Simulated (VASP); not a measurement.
# Ti (P6/mmm) in VASP: elastic constants with LDA

Aim: the elastic constants of Ti with LDA.

Everything below comes from runs of VASP 6.6.1. Logs are shortened: lines on timing, memory, paths and dates and some standing lists are left out, and cuts for length are marked.

**1. The cell of the first run**

Symmetry: P6/mmm, No. 191, hexagonal system. The conventional cell has a = 4.567 Å, b = 4.567 Å, c = 2.826 Å, α = 90.00°, β = 90.00°, γ = 120.00°. Ti (site symmetry -6m2) has 11 Ti at 2.64 to 2.99 Å within 3.5 Å. Ti (site symmetry 6/mmm) has 14 Ti at 2.83 to 2.99 Å within 3.7 Å.

This isn't the form of Ti at room conditions, which is hcp.

**2. Elastic constants, LDA**

INCAR reads:

```
SYSTEM = Ti
  ALGO = Normal
  EDIFF = 1E-8
  ENCUT = 600
  GGA = CA
  IBRION = 6
  ISIF = 3
  ISMEAR = -1
  LASPH = .True.
  LCHARG = .True.
  LREAL = .False.
  LWAVE = .False.
  NBANDS = 25
  NELM = 60
  NFREE = 2
  NSW = 1
  POTIM = 0.015
  PREC = Accurate
  SIGMA = 0.05
```

KPOINTS reads:

```
k-points
0
Gamma
  5 5 7
  0 0 0
```

POSCAR reads:

```
Ti
1.0
    4.5673748306      0.0000000000      0.0000000000
   -2.2836874153      3.9554626319      0.0000000000
    0.0000000000      0.0000000000      2.8262442700
Ti
3
Direct
    0.6666666667      0.3333333333      0.5000000000
    0.3333333333      0.6666666667      0.5000000000
    0.0000000000      0.0000000000      0.0000000000
```

Potentials or basis: VASP PAW LDA potentials, release 64 (Ti_sv).

Launch:

```
cat potpaw_LDA.64/Ti_sv/POTCAR > POTCAR
mpirun -np 1 vasp_std > vasp.out
```

OUTCAR:

```text
SYSTEM = Ti
   EDIFF = 1E-8
   ENCUT = 600
   GGA = CA
   IBRION = 6
   ISIF = 3
   ISMEAR = -1
   LASPH = .True.
   LREAL = .False.
   NELM = 60
   NFREE = 2
   NSW = 1
   POTIM = 0.015
   PREC = Accurate

 ion  position               nearest neighbor table
   1  0.667  0.333  0.500-   2 2.64   2 2.64   2 2.64
   2  0.333  0.667  0.500-   1 2.64   1 2.64   1 2.64
   3  0.000  0.000  0.000-

  LATTYP: Found a hexagonal cell.
 ALAT       =     4.5673748306
 C/A-ratio  =     0.6187896494

  Lattice vectors:

 A1 = (   4.5673748306,   0.0000000000,   0.0000000000)
 A2 = (  -2.2836874153,   3.9554626319,   0.0000000000)
 A3 = (   0.0000000000,   0.0000000000,   2.8262442700)

Analysis of symmetry for initial positions (statically):
=====================================================================
 Subroutine PRICEL returns:
 Original cell was already a primitive cell.

 Routine SETGRP: Setting up the symmetry group for a
 hexagonal supercell.

 Subroutine GETGRP returns: Found 24 space group operations
 (whereof 24 operations were pure point group operations)
 out of a pool of 24 trial point group operations.

The static configuration has the point symmetry D_6h.

Analysis of symmetry for dynamics (positions and initial velocities):
=====================================================================
 Subroutine PRICEL returns:
 Original cell was already a primitive cell.

 Routine SETGRP: Setting up the symmetry group for a
 hexagonal supercell.

 Subroutine GETGRP returns: Found 24 space group operations
 (whereof 24 operations were pure point group operations)
 out of a pool of 24 trial point group operations.

The dynamic configuration has the point symmetry D_6h.

 Subroutine INISYM returns: Found 24 space group operations
 (whereof 24 operations are pure point group operations),
 and found     1 'primitive' translations

----------------------------------------------------------------------------------------

                                     Primitive cell

  volume of cell :      51.0592

  direct lattice vectors                    reciprocal lattice vectors
     4.567374831  0.000000000  0.000000000     0.218944150  0.126407464  0.000000000
    -2.283687415  3.955462632  0.000000000     0.000000000  0.252814928  0.000000000
     0.000000000  0.000000000  2.826244270     0.000000000  0.000000000  0.353826458

  length of vectors
     4.567374831  4.567374831  2.826244270     0.252814928  0.252814928  0.353826458

  position of ions in fractional coordinates (direct lattice)
     0.666666667  0.333333333  0.500000000
     0.333333333  0.666666667  0.500000000
     0.000000000  0.000000000  0.000000000

  ion indices of the primitive-cell ions
   primitive index   ion index
                 1           1
                 2           2
                 3           3

----------------------------------------------------------------------------------------

 KPOINTS: k-points

Automatic generation of k-mesh.
 Grid dimensions read from file:
 generate k-points for:    5    5    7

 Generating k-lattice:

[... 75 lines left out ...]
     AMIX     =   0.40;   BMIX     =  1.00
     AMIX_MAG =   1.60;   BMIX_MAG =  1.00
  volume/ion in A,a.u.               =      17.02       114.85
  Fermi-wavevector in a.u.,A,eV,Ry     =   1.457084  2.753489 28.886426  2.123092
  Thomas-Fermi vector in A             =   2.573926
   LORBIT       =      0    0 simple, 1 ext, 2 COOP (PROOUT), +10 PAW based schemes
   GGA     = CA    functional components
   LHFCALC =     F    Hartree Fock is set to
   AEXX    =    0.0000 exact exchange contribution
   IVDW    =     0    specifies the selected vdW correction
   LEPSILON=     F    determine dielectric tensor
   LRPA    =     F    only Hartree local field effects (RPA)
 finite differences with symmetry
 non-spin polarized calculation
  energy-cutoff  :      600.00
  volume of cell :       51.06
 maximum number of plane-waves:      1728
   NGX = 19   NGY = 19   NGZ = 11

--------------------------------------- Ionic step        1  -------------------------------------------

 number of electron      35.9999989 magnetization

 Free energy of the ion-electron system (eV)
  ---------------------------------------------------
  ext. energy  EPLUGINS =         0.00000000
  ---------------------------------------------------
  free energy    TOTEN  =       -25.62563405 eV

  energy without entropy =      -25.59586672  energy(sigma->0) =      -25.61075038

------------------------ aborting loop because EDIFF is reached ----------------------------------------

  FORCE on cell =-STRESS in cart. coord.  units (eV):
  Direction    XX          YY          ZZ          XY          YZ          ZX
  --------------------------------------------------------------------------------------
  -------------------------------------------------------------------------------------
  Total       -2.6970071     -2.6970071     -2.3388927      0.0000000     -0.0000000     -0.0000000
  in kB      -84.6289664    -84.6289664    -73.3917511      0.0000000     -0.0000000     -0.0000000
  external PRESSURE =     -80.8832280 kB  Pullay stress =       0.0000000 kB
[... 92 lines left out ...]
  FREE ENERGIE OF THE ION-ELECTRON SYSTEM (eV)
  ---------------------------------------------------
  free  energy   TOTEN  =       -25.6601795811 eV

  energy  without entropy=      -25.6313928756  energy(sigma->0) =      -25.64578623

[... ionic steps 4 to 18 ...]

--------------------------------------- Ionic step       19  -------------------------------------------

 number of electron      35.9999990 magnetization

------------------------ aborting loop because EDIFF is reached ----------------------------------------
[... 69 lines left out ...]
--------------------------------------- Ionic step       21  -------------------------------------------

 number of electron      35.9999991 magnetization

 Free energy of the ion-electron system (eV)
  ---------------------------------------------------
  ext. energy  EPLUGINS =         0.00000000
  ---------------------------------------------------
  free energy    TOTEN  =       -25.62505176 eV

  energy without entropy =      -25.59526177  energy(sigma->0) =      -25.61015676

 E-fermi :   8.1686     XC(G=0): -11.8807

 val. band max:        8.1619913281   @ k =   0.2000   0.2000   0.0000
 cond. band min:       8.1784748134   @ k =   0.4000   0.0000   0.1429
 fundamental gap:      0.0164834853
 Fermi energy:         8.1685544412

 k-point     1 :       0.0000    0.0000    0.0000
  band No.  band energies     occupation
      1     -47.9804      2.00000
      2     -47.7160      2.00000
      3     -47.5411      2.00000
      4     -24.6893      2.00000
      5     -24.6893      2.00000
      6     -24.5802      2.00000
[... 579 lines left out ...]
  FREE ENERGIE OF THE ION-ELECTRON SYSTEM (eV)
  ---------------------------------------------------
  free  energy   TOTEN  =       -25.6250517591 eV

  energy  without entropy=      -25.5952617657  energy(sigma->0) =      -25.61015676

 INTERNAL STRAIN TENSORS FROM STRAINED CELLS
 ============================================

 INTERNAL STRAIN TENSOR FOR ION    1 for displacements in x,y,z  (eV/Angst):
          X           Y           Z          XY          YZ          ZX
  --------------------------------------------------------------------------------
  x    -0.00000     0.00000     0.00000    -0.46025     0.00000     0.00000
  y    -0.44203     0.46188     0.00000    -0.00017    -0.00002     0.00025
  z     0.00000     0.00000    -0.00000    -0.00000     0.00005    -0.00000

 INTERNAL STRAIN TENSORS FROM DISPLACED ATOMS
 ============================================

 INTERNAL STRAIN TENSOR FOR ION    1 for displacements in x,y,z  (eV/Angst):
          X           Y           Z          XY          YZ          ZX
  --------------------------------------------------------------------------------
  x     0.00000     0.00000     0.00000    -0.48455     0.00000     0.00000
  y    -0.48455     0.48455     0.00000    -0.00000     0.00000     0.00000
  z     0.00000     0.00000     0.00000     0.00000     0.00000     0.00000

 INTERNAL STRAIN TENSOR FOR ION    3 for displacements in x,y,z  (eV/Angst):
          X           Y           Z          XY          YZ          ZX
  --------------------------------------------------------------------------------
  x     0.00000     0.00000     0.00000     0.00000     0.00000     0.00000
  y     0.00000     0.00000     0.00000     0.00000     0.00000     0.00000
  z     0.00000     0.00000     0.00000     0.00000     0.00000     0.00000

 Eigenvectors and eigenvalues of the dynamical matrix
 ----------------------------------------------------

   1 f  =    6.297534 THz    39.568573 2PiTHz  210.063122 cm-1    26.044496 meV
             X         Y         Z           dx          dy          dz
      2.283687  1.318488  1.413122     0.000000   -0.000000    0.408066
     -0.000000  2.636975  1.413122     0.000000   -0.000000    0.408066
      0.000000  0.000000  0.000000    -0.000000    0.000000   -0.816679
[... 43 lines left out ...]
   9 f/i=    0.004158 THz     0.026123 2PiTHz    0.138681 cm-1     0.017194 meV
             X         Y         Z           dx          dy          dz
      2.283687  1.318488  1.413122    -0.049184   -0.575731    0.000000
     -0.000000  2.636975  1.413122    -0.049184   -0.575731    0.000000
      0.000000  0.000000  0.000000    -0.049062   -0.574302    0.000000

--------------------------------------------------------------------------------------------------------

 ELASTIC MODULI CONTR FROM IONIC RELAXATION (kBar)
 Direction    XX          YY          ZZ          XY          YZ          ZX
 --------------------------------------------------------------------------------
 XX          -3.1467      3.1467      0.0000      0.0000      0.0000      0.0000
 YY           3.1467     -3.1467     -0.0000     -0.0000      0.0000      0.0000
 ZZ           0.0000     -0.0000     -0.0000     -0.0000      0.0000      0.0000
 XY           0.0000     -0.0000     -0.0000     -3.1467      0.0000      0.0000
 YZ           0.0000      0.0000      0.0000      0.0000      0.0000      0.0000
 ZX           0.0000      0.0000      0.0000      0.0000      0.0000      0.0000
 --------------------------------------------------------------------------------

 TOTAL ELASTIC MODULI (kBar)
 Direction    XX          YY          ZZ          XY          YZ          ZX
 --------------------------------------------------------------------------------
 XX        1648.7810    864.1781    515.7667      0.0000     -0.0000     -0.0000
 YY         864.1781   1648.7810    515.7667     -0.0000      0.0000      0.0000
 ZZ         515.7667    515.7667   2259.1070     -0.0000      0.0000      0.0000
 XY           0.0000     -0.0000     -0.0000    392.3015      0.0000      0.0000
 YZ          -0.0000     -0.0000      0.0000      0.0000    474.8666      0.0000
 ZX           0.0000      0.0000      0.0000      0.0000      0.0000    474.8666
 --------------------------------------------------------------------------------
```

Wall time 5.6 min (1 thread of Intel Xeon 6975P-C (Granite Rapids), shared host); peak memory 0.25 GiB.

Results:

| Property | Result |
| --- | --- |
| Voigt bulk modulus | 104 GPa |
| Highest phonon frequency at Γ | 210 cm⁻¹ |

Phonon frequencies in cm⁻¹ (negative: imaginary):
```
              q point                    frequencies
(0.000, 0.000, 0.000)  0 0 0 118 118 128 163 163 210
```

Elastic tensor in Voigt notation (GPa, in the Cartesian axes of the cell as first typed):
```
165  86  52   0   0   0
 86 165  52   0   0   0
 52  52 226   0   0   0
  0   0   0  47   0   0
  0   0   0   0  47   0
  0   0   0   0   0  39
```

Clamped-ion elastic tensor (GPa):
```
165  86  52   0   0   0
 86 165  52   0   0   0
 52  52 226   0   0   0
  0   0   0  47   0   0
  0   0   0   0  47   0
  0   0   0   0   0  40
```

Caveat: the cell is under stress, which shifts elastic constants.
